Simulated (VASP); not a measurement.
# Ru (R-3m) in VASP: notebook

Runs on Ru. Level: PBE. Tasks: single point.

Program: VASP 6.6.1. These are calculated values, not measurements. Logs are shortened: lines on timing, memory, paths and dates and some standing lists are left out, and cuts for length are marked.

### Step 1. The cell of the first run

Symmetry: R-3m, No. 166, trigonal system. Conventional cell: a = 2.725 Å, b = 2.725 Å, c = 7.193 Å, α = 90.00°, β = 90.00°, γ = 120.00°. Ru (site symmetry -3m) has 12 Ru at 2.72 to 2.87 Å within 3.6 Å.

### Step 2. Single point, PBE

INCAR

```
PREC = Accurate
ENCUT = 520
EDIFF = 1E-6
ISMEAR = 0
SIGMA = 0.15
LREAL = F
LASPH = T
NELM = 60
ALGO = Fast
ISIF = 2
LWAVE = F
LCHARG = F
GGA = PE
NBANDS = 13
```

KPOINTS

```
regular mesh
0
Gamma
  20 20 20
```

POSCAR

```
Ru
1.0
    0.1000169121      2.0265331468      2.0265331468
    2.0265331468      0.1000169121      2.0265331468
    2.0265331468      2.0265331468      0.1000169121
Ru
1
Direct
    0.0000000000      0.0000000000      0.0000000000
```

Potentials or basis: VASP PAW PBE potentials, release 64 (Ru_pv).

Started as:

```
$ cat potpaw_PBE.64/Ru_pv/POTCAR > POTCAR
$ mpirun -np 1 vasp_std > vasp.out
```

OUTCAR:

```text
PREC = Accurate
   ENCUT = 520
   EDIFF = 1E-6
   ISMEAR = 0
   LREAL = F
   LASPH = T
   NELM = 60
   ISIF = 2
   GGA = PE

 ion  position               nearest neighbor table
   1  0.000  0.000  0.000-

  LATTYP: Found a trigonal (rhomboedric) cell.
 ALAT       =     2.8676953417
 COS(alpha) =     0.5486854609

  Lattice vectors:

 A1 = (   0.1000169121,   2.0265331468,   2.0265331468)
 A2 = (   2.0265331468,   0.1000169121,   2.0265331468)
 A3 = (   2.0265331468,   2.0265331468,   0.1000169121)

Analysis of symmetry for initial positions (statically):
=====================================================================
 Subroutine PRICEL returns:
 Original cell was already a primitive cell.

 Routine SETGRP: Setting up the symmetry group for a
 trigonal (rhombohedral) supercell.

 Subroutine GETGRP returns: Found 12 space group operations
 (whereof 12 operations were pure point group operations)
 out of a pool of 12 trial point group operations.

The static configuration has the point symmetry D_3d.

Analysis of symmetry for dynamics (positions and initial velocities):
=====================================================================
 Subroutine PRICEL returns:
 Original cell was already a primitive cell.

 Routine SETGRP: Setting up the symmetry group for a
 trigonal (rhombohedral) supercell.

 Subroutine GETGRP returns: Found 12 space group operations
 (whereof 12 operations were pure point group operations)
 out of a pool of 12 trial point group operations.

The dynamic configuration has the point symmetry D_3d.

 Subroutine INISYM returns: Found 12 space group operations
 (whereof 12 operations are pure point group operations),
 and found     1 'primitive' translations

----------------------------------------------------------------------------------------

                                     Primitive cell

  volume of cell :      15.4140

  direct lattice vectors                    reciprocal lattice vectors
     0.100016912  2.026533147  2.026533147    -0.265786125  0.253285546  0.253285546
     2.026533147  0.100016912  2.026533147     0.253285546 -0.265786125  0.253285546
     2.026533147  2.026533147  0.100016912     0.253285546  0.253285546 -0.265786125

  length of vectors
     2.867695342  2.867695342  2.867695342     0.446037442  0.446037442  0.446037442

  position of ions in fractional coordinates (direct lattice)
     0.000000000  0.000000000  0.000000000

  ion indices of the primitive-cell ions
   primitive index   ion index
                 1           1

----------------------------------------------------------------------------------------

 KPOINTS: regular mesh

Automatic generation of k-mesh.
 Grid dimensions read from file:
 generate k-points for:   20   20   20

 Generating k-lattice:

  Cartesian coordinates                     Fractional coordinates (reciprocal lattice)
    -0.013289306  0.012664277  0.012664277     0.050000000  0.000000000  0.000000000
     0.012664277 -0.013289306  0.012664277     0.000000000  0.050000000  0.000000000
     0.012664277  0.012664277 -0.013289306     0.000000000  0.000000000  0.050000000

  Length of vectors
     0.022301872  0.022301872  0.022301872

  Shift w.r.t. Gamma in fractional coordinates (k-lattice)
     0.000000000  0.000000000  0.000000000

 Subroutine IBZKPT returns following result:
 ===========================================

 Found    781 irreducible k-points:

 Following reciprocal coordinates:
            Coordinates               Weight
  0.000000  0.000000  0.000000      1.000000
  0.050000 -0.000000 -0.000000      6.000000
  0.100000  0.000000  0.000000      6.000000
  0.150000  0.000000  0.000000      6.000000
  0.200000  0.000000  0.000000      6.000000
  0.250000  0.000000 -0.000000      6.000000
[... 16 lines left out ...]
 -0.400000  0.050000  0.000000     12.000000
 -0.350000  0.050000  0.000000     12.000000
 [... further k-points ...]
   k-points           NKPTS =    781   k-points in BZ     NKDIM =    781   number of bands    NBANDS=     13
   number of dos      NEDOS =    301   number of ions     NIONS =      1
   total plane-waves  NPLWV =  13824
   dimension x,y,z NGX =    24 NGY =   24 NGZ =   24
   dimension x,y,z NGXF=    48 NGYF=   48 NGZF=   48
   ions per type =               1
   NGX,Y,Z   is equivalent  to a cutoff of  13.91, 13.91, 13.91 a.u.
   NGXF,Y,Z  is equivalent  to a cutoff of  27.83, 27.83, 27.83 a.u.
 SYSTEM =  unknown system
   PREC   = accura    normal or accurate (medium, high low for compatibility)
   ISTART =      0    job   : 0-new  1-cont  2-samecut
   ICHARG =      2    charge: 1-file 2-atom 10-const
   ISPIN  =      1    spin polarized calculation?
   LNONCOLLINEAR =      F non collinear calculations
   LSORBIT =      F    spin-orbit coupling
   LASPH  =      T    aspherical Exc in radial PAW
   ENCUT  =  520.0 eV  38.22 Ry    6.18 a.u.   5.33  5.33  5.33*2*pi/ulx,y,z
   NELM   =     60;   NELMIN=  2; NELMDL= -5     # of ELM steps
   EDIFF  = 0.1E-05   stopping-criterion for ELM
   LREAL  =      F    real-space projection
   EDIFFG = 0.1E-04   stopping-criterion for IOM
   NSW    =      0    number of steps for IOM
   IBRION =     -1    ionic relax: 0-MD 1-quasi-New 2-CG
   NFREE  =      0    steps in history (QN), initial steepest desc. (CG)
   ISIF   =      2    stress and relaxation
   ISYM   =      2    0-nonsym 1-usesym 2-fastsym
   POTIM  = 0.5000    time-step for ionic-motion
   TEBEG  =    0.0;   TEEND  =   0.0 temperature during run
   PSTRESS=    0.0 pullay stress
   NELECT =      14.0000    total number of electrons
   NUPDOWN=      -1.0000    fix difference up-down
   EMIN   =  10.00;   EMAX   =-10.00  energy-range for DOS
   EFERMI =   0.00;   METHOD = LEGACY
   ISMEAR =     0;   SIGMA  =   0.15  broadening in eV -4-tet -1-fermi 0-gaus
   EFERMI_NEDOS =   21; number of points for ismear=-14 and -15
   IALGO  =     68    algorithm
   IMIX   =      4    mixing-type and parameters
     AMIX     =   0.40;   BMIX     =  1.00
     AMIX_MAG =   1.60;   BMIX_MAG =  1.00
  volume/ion in A,a.u.               =      15.41       104.02
  Fermi-wavevector in a.u.,A,eV,Ry     =   1.585424  2.996018 34.199200  2.513570
  Thomas-Fermi vector in A             =   2.684891
   LORBIT       =      0    0 simple, 1 ext, 2 COOP (PROOUT), +10 PAW based schemes
   GGA     = PE    functional components
   LHFCALC =     F    Hartree Fock is set to
   AEXX    =    0.0000 exact exchange contribution
   IVDW    =     0    specifies the selected vdW correction
   LEPSILON=     F    determine dielectric tensor
   LRPA    =     F    only Hartree local field effects (RPA)
 non-spin polarized calculation
 RMM-DIIS sequential band-by-band and
 Gauss-broadening in eV      SIGMA  =   0.15
  energy-cutoff  :      520.00
  volume of cell :       15.41
 maximum number of plane-waves:       426
 NGX is ok and might be reduce to    24
   NGX = 11   NGY = 11   NGZ = 11

 number of electron      13.9999999 magnetization

 Free energy of the ion-electron system (eV)
  ---------------------------------------------------
  ext. energy  EPLUGINS =         0.00000000
  ---------------------------------------------------
  free energy    TOTEN  =        -8.92942576 eV

  energy without entropy =       -8.91398290  energy(sigma->0) =       -8.92170433

 E-fermi :  10.5980     XC(G=0): -13.3378

 val. band max:       10.5980038267   @ k =   0.3000   0.3000   0.1000
 cond. band min:      10.5985213740   @ k =  -0.4000  -0.4000   0.1500
 fundamental gap:      0.0005175473
 Fermi energy:        10.5980045202

 k-point     1 :       0.0000    0.0000    0.0000
  band No.  band energies     occupation
      1     -31.8765      2.00000
      2     -31.7732      2.00000
      3     -31.7732      2.00000
      4       3.4310      2.00000
      5       7.8611      2.00000
      6       8.6723      2.00000
      7       8.6723      2.00000
      8      10.5467      1.37155
      9      10.5467      1.37155
     10      21.3046      0.00000
     11      25.5469      0.00000
     12      29.4295      0.00000
     13      31.5204      0.00000

 k-point     2 :       0.0500   -0.0000   -0.0000
  band No.  band energies     occupation
      1     -31.8790      2.00000
      2     -31.7919      2.00000
      3     -31.7766      2.00000
      4       3.5298      2.00000
      5       7.9000      2.00000
      6       8.6196      2.00000
      7       8.7282      2.00000
      8      10.5089      1.59915
      9      10.5167      1.55639
     10      21.3046      0.00000
     11      25.7064      0.00000
     12      29.5118      0.00000
     13      30.9865      0.00000

 k-point     3 :       0.1000    0.0000    0.0000
  band No.  band energies     occupation
      1     -31.8902      2.00000
      2     -31.8422      2.00000
      3     -31.7866      2.00000
      4       3.8165      2.00000
      5       8.0049      2.00000
      6       8.4816      2.00000
      7       8.8859      2.00000
      8      10.4129      1.91907
      9      10.4395      1.86492
     10      21.3046      0.00000
     11      26.1470      0.00000
     12      29.2053      0.00000
     13      30.5059      0.00000
[... 305 lines left out ...]
 k-point    23 :      -0.4000    0.0500    0.0000
  band No.  band energies     occupation
      1     -32.4985      2.00000
      2     -31.9366      2.00000
      3     -31.9148      2.00000
      4       5.5504      2.00000
      5       7.9529      2.00000
      6       8.8549      2.00000
      7      10.4438      1.85394
      8      11.4615      0.00000
      9      12.6290      0.00000
     10      20.6707      0.00000
     11      21.3077      0.00000
     12      25.5278      0.00000
     13      30.0569      0.00000

 k-point    24 :      -0.3500    0.0500    0.0000
  band No.  band energies     occupation
      1     -32.4288      2.00000
      2     -31.9288      2.00000
      3     -31.9014      2.00000
      4       5.6128      2.00000
      5       8.0707      2.00000
      6       8.9708      2.00000
      7       9.6635      2.00000
      8      11.0513      0.00002
      9      12.1324      0.00000
     10      21.3025      0.00000
     11      22.0185      0.00000
     12      26.0596      0.00000
     13      30.8206      0.00000

 [... further k-points ...]

------------------------ aborting loop because EDIFF is reached ----------------------------------------

  FORCE on cell =-STRESS in cart. coord.  units (eV):
  Direction    XX          YY          ZZ          XY          YZ          ZX
  --------------------------------------------------------------------------------------
  -------------------------------------------------------------------------------------
  Total       -2.2897990     -2.2897990     -2.2897990     -0.7516305     -0.7516305     -0.7516305
  in kB     -238.0082241   -238.0082241   -238.0082241    -78.1266105    -78.1266105    -78.1266105
  external PRESSURE =    -238.0082241 kB  Pullay stress =       0.0000000 kB

 VOLUME and BASIS-vectors are now :
 -----------------------------------------------------------------------------
  energy-cutoff  :      520.00
  volume of cell :       15.41
      direct lattice vectors                 reciprocal lattice vectors
     0.100016912  2.026533147  2.026533147    -0.265786125  0.253285546  0.253285546
     2.026533147  0.100016912  2.026533147     0.253285546 -0.265786125  0.253285546
     2.026533147  2.026533147  0.100016912     0.253285546  0.253285546 -0.265786125

 POSITION                                       TOTAL-FORCE (eV/Angst)
 -----------------------------------------------------------------------------------
      0.00000      0.00000      0.00000         0.000000      0.000000     -0.000000
 -----------------------------------------------------------------------------------
    total drift:                               -0.000000     -0.000000      0.000000

  FREE ENERGIE OF THE ION-ELECTRON SYSTEM (eV)
  ---------------------------------------------------
  free  energy   TOTEN  =        -8.9294257641 eV

  energy  without entropy=       -8.9139829048  energy(sigma->0) =       -8.92170433
```

It took 95 s on 1 thread of AMD EPYC 9R45 (Zen 5), shared host; peak memory 0.23 GiB.

Results:

* Free energy: -8.9294 eV
* Pressure: -23.8 GPa
* Band gap on the k mesh: zero (band 7 reaches 12.37 eV, above the bottom of band 8 at 9.54 eV)

Stress tensor (GPa, compression positive):
```
-23.80  -7.81  -7.81
 -7.81 -23.80  -7.81
 -7.81  -7.81 -23.80
```

Levels at points of the mesh, in eV from the Fermi level:
| k point | band 5 | band 6 | band 7 | band 8 | band 9 | band 10 |
| --- | --- | --- | --- | --- | --- | --- |
| (0.00, 0.00, 0.00) | -2.74 | -1.93 | -1.93 | -0.05 | -0.05 | 10.71 |
| (0.50, 0.00, 0.00) | -2.77 | -1.77 | 1.08 | 1.22 | 1.77 | 8.98 |
| (0.50, 0.50, 0.00) | -4.94 | 1.23 | 1.77 | 1.97 | 3.34 | 10.70 |
| (0.50, 0.50, 0.50) | -2.12 | -2.12 | 0.29 | 1.26 | 1.26 | 7.53 |

### Step 3. Single point, PBE

INCAR

```
ALGO     = Fast           # electronic algorithm
EDIFF    = 1E-6           # SCF threshold, eV
ENCUT    = 520            # plane-wave cutoff, eV
GGA      = PE             # functional
ISIF     = 2              # what is computed and relaxed
ISMEAR   = 0              # smearing method
LASPH    = T              # aspherical terms in the spheres
LCHARG   = F              # write CHGCAR
LREAL    = F              # projectors in reciprocal space
LWAVE    = F              # write WAVECAR
NBANDS   = 13             # bands
NELM     = 80             # most SCF steps
PREC     = Accurate       # precision mode
SIGMA    = 0.15           # smearing width, eV
```

KPOINTS

```
k-points
0
Gamma
  20 20 20
```

POSCAR

```
Ru
1.0
    0.0333389707      1.9931941761      1.9931941761
    1.9931941761      0.0333389707      1.9931941761
    1.9931941761      1.9931941761      0.0333389707
Ru
1
Direct
    0.0000000000      0.0000000000      0.0000000000
```

Potentials or basis: VASP PAW PBE potentials, release 64 (Ru_pv).

Started as:

```
$ cat potpaw_PBE.64/Ru_pv/POTCAR > POTCAR
$ mpirun -np 1 vasp_std > vasp.out
```

It took 93 s on 1 thread of AMD EPYC 9R45 (Zen 5), shared host; peak memory 0.23 GiB.

It converged, with:

* Free energy: -8.9761 eV
* Pressure: -25.6 GPa
* Band gap on the k mesh: zero (band 7 reaches 12.37 eV, above the bottom of band 8 at 9.52 eV)

Stress tensor (GPa, compression positive):
```
-25.59  -2.71  -2.71
 -2.71 -25.59  -2.71
 -2.71  -2.71 -25.59
```

Levels at points of the mesh, in eV from the Fermi level:
```
           k point  band 5  band 6  band 7  band 8  band 9  band 10
(0.00, 0.00, 0.00)   -2.34   -2.04   -2.04   -0.12   -0.12    10.70
(0.50, 0.00, 0.00)   -2.41   -2.07    1.05    1.30    1.52     8.69
(0.50, 0.50, 0.00)   -4.91    1.34    1.81    1.83    3.31    10.70
(0.50, 0.50, 0.50)   -2.18   -2.18    0.74    1.34    1.34     8.21
```

### Step 4. Single point, PBE

This run uses another cell than the first one, of 15.98 Å³/atom, 1.037 times its volume.

INCAR

```
SYSTEM = Ru
ALGO = Fast
EDIFF = 1E-7
ENCUT = 520
GGA = PE
ISIF = 2
ISMEAR = 0
LASPH = .True.
LCHARG = .False.
LREAL = .False.
LWAVE = .False.
NBANDS = 13
NELM = 60
PREC = Accurate
SIGMA = 0.15
```

KPOINTS

```
k-points
0
Gamma
  20 20 20
  0 0 0
```

POSCAR

```
Ru
1.0
   -0.1000169121      1.9503297852      1.9503297852
    1.9503297852     -0.1000169121      1.9503297852
    1.9503297852      1.9503297852     -0.1000169121
Ru
1
Direct
    0.0000000000      0.0000000000      0.0000000000
```

Started as:

```
$ cat potpaw_PBE.64/Ru_pv/POTCAR > POTCAR
$ mpirun -np 1 vasp_std > vasp.out
```

Wall time 1.8 min (1 thread of AMD EPYC 9R45 (Zen 5), shared host); peak memory 0.24 GiB.

Results (log left out):

| Quantity | Value |
| --- | --- |
| Free energy | -8.8322 eV |
| Pressure | -29.4 GPa |
| Band gap on the k mesh | zero (band 7 reaches 11.68 eV, above the bottom of band 8 at 8.93 eV) |

Stress tensor (GPa, compression positive):
```
-29.42   7.30   7.30
  7.30 -29.42   7.30
  7.30   7.30 -29.42
```

Levels at points of the mesh, in eV from the Fermi level:
| k point | band 4 | band 5 | band 6 | band 7 | band 8 | band 9 | band 10 | band 11 |
| --- | --- | --- | --- | --- | --- | --- | --- | --- |
| (0.00, 0.00, 0.00) | -6.96 | -2.40 | -2.40 | -1.43 | -0.06 | -0.06 | 10.76 | 14.99 |
| (0.50, 0.00, 0.00) | -4.96 | -2.56 | -1.55 | 0.75 | 0.96 | 1.47 | 7.90 | 10.76 |
| (0.50, 0.50, 0.00) | -5.07 | -4.68 | 1.15 | 1.65 | 1.86 | 3.26 | 10.76 | 11.50 |
| (0.50, 0.50, 0.50) | -4.93 | -2.29 | -2.29 | 1.53 | 1.53 | 1.72 | 9.27 | 10.76 |

### Step 5. Single point, PBE

This run uses another cell than the first one, of 15.98 Å³/atom, 1.037 times its volume.

INCAR

```
ALGO = Fast ; EDIFF = 1E-6
ENCUT = 520 ; GGA = PE
ISIF = 2 ; ISMEAR = 0
LASPH = T ; LCHARG = T
LELF = T ; LREAL = F
LVHAR = T ; LWAVE = F
NBANDS = 13 ; NELM = 60
PREC = Accurate ; SIGMA = 0.15
```

KPOINTS

```
k-points
0
Gamma
  20 20 20
```

POSCAR

```
Ru
1.0
    0.1000169121      2.0503466973      2.0503466973
    2.0503466973      0.1000169121      2.0503466973
    2.0503466973      2.0503466973      0.1000169121
Ru
1
Direct
    0.0000000000      0.0000000000      0.0000000000
```

Started as:

```
$ cat potpaw_PBE.64/Ru_pv/POTCAR > POTCAR
$ mpirun -np 1 vasp_std > vasp.out
```

It took 1.7 min on 1 thread of AMD EPYC 9R45 (Zen 5), shared host; peak memory 0.23 GiB.

It converged, with:

* Free energy: -8.8371 eV
* Pressure: -29.5 GPa
* Band gap on the k mesh: zero (band 7 reaches 11.69 eV, above the bottom of band 8 at 9.03 eV)

Stress tensor (GPa, compression positive):
```
-29.50  -6.68  -6.68
 -6.68 -29.50  -6.68
 -6.68  -6.68 -29.50
```

Levels at points of the mesh, in eV from the Fermi level:
```csv
k point,band 3,band 4,band 5,band 6,band 7,band 8,band 9,band 10,band 11,band 12
"(0.00, 0.00, 0.00)",-42.36,-6.96,-2.59,-1.83,-1.83,-0.06,-0.06,10.76,14.92,18.66
"(0.50, 0.00, 0.00)",-42.49,-4.94,-2.61,-1.68,1.02,1.21,1.66,8.58,10.76,14.40
"(0.50, 0.50, 0.00)",-42.58,-5.08,-4.68,1.15,1.66,1.85,3.26,10.76,11.50,11.58
"(0.50, 0.50, 0.50)",-42.42,-5.03,-2.01,-2.01,0.33,1.19,1.19,7.18,10.76,15.16
```

### Step 6. Single point, PBE

This run uses another cell than the first one, of 15.99 Å³/atom, 1.038 times its volume.

INCAR

```
PREC = Accurate
ENCUT = 520
EDIFF = 1E-6
ISMEAR = 0
SIGMA = 0.15
LREAL = False
LASPH = True
NELM = 60
ALGO = Fast
ISIF = 2
LWAVE = False
LCHARG = False
GGA = PE
NBANDS = 13
```

KPOINTS

```
regular mesh
0
Gamma
  20 20 20
```

POSCAR

```
Ru
1.0
   -0.0666779414      1.9669992706      1.9669992706
    1.9669992706     -0.0666779414      1.9669992706
    1.9669992706      1.9669992706     -0.0666779414
Ru
1
Direct
    0.0000000000      0.0000000000      0.0000000000
```

Potentials or basis: VASP PAW PBE potentials, release 64 (Ru_pv).

Started as:

```
$ cat potpaw_PBE.64/Ru_pv/POTCAR > POTCAR
$ mpirun -np 1 vasp_std > vasp.out
```

It took 94 s on 1 thread of AMD EPYC 9R45 (Zen 5), shared host; peak memory 0.23 GiB.

Results (log left out):

```
Free energy            : -8.8600 eV
Pressure               : -30.4 GPa
Band gap on the k mesh : zero (band 7 reaches 11.69 eV, above the bottom of band 8 at 9.02 eV)
```

Stress tensor (GPa, compression positive):
```
-30.43   4.85   4.85
  4.85 -30.43   4.85
  4.85   4.85 -30.43
```

Levels at points of the mesh, in eV from the Fermi level:
```
           k point  band 5  band 6  band 7  band 8  band 9  band 10
(0.00, 0.00, 0.00)   -2.25   -2.25   -1.63   -0.10   -0.10    10.76
(0.50, 0.00, 0.00)   -2.40   -1.74    0.82    1.08    1.44     7.98
(0.50, 0.50, 0.00)   -4.66    1.21    1.68    1.78    3.24    10.76
(0.50, 0.50, 0.50)   -2.22   -2.22    1.44    1.44    1.46     8.90
```

### Step 7. The runs side by side

| cell | further INCAR settings | gap on the mesh (eV) | pressure (GPa) |
| --- | --- | --- | --- |
| a = 2.868 Å, angles 56.7°, 1 atom | ALGO = Fast; EDIFF = 1e-06; NBANDS = 13 | none | -23.8 |
| a = 2.819 Å, angles 58.9°, 1 atom | ALGO = Fast; EDIFF = 1e-06; NBANDS = 13 | none | -25.6 |
| a = 2.760 Å, angles 63.4°, 1 atom | ALGO = Fast; EDIFF = 1e-07; NBANDS = 13 | none | -29.4 |
| a = 2.901 Å, angles 56.8°, 1 atom | ALGO = Fast; EDIFF = 1e-06; NBANDS = 13 | none | -29.5 |
| a = 2.783 Å, angles 62.2°, 1 atom | ALGO = Fast; EDIFF = 1e-06; NBANDS = 13 | none | -30.4 |

Alike in all rows: task single point; level PBE; potentials or basis VASP PAW PBE potentials, release 64 (Ru_pv); no spin polarisation; k mesh 20 × 20 × 20; cutoff (eV) 520; smearing gaussian 0.15 eV.

Absolute energies hang on the potentials; compare differences alone.
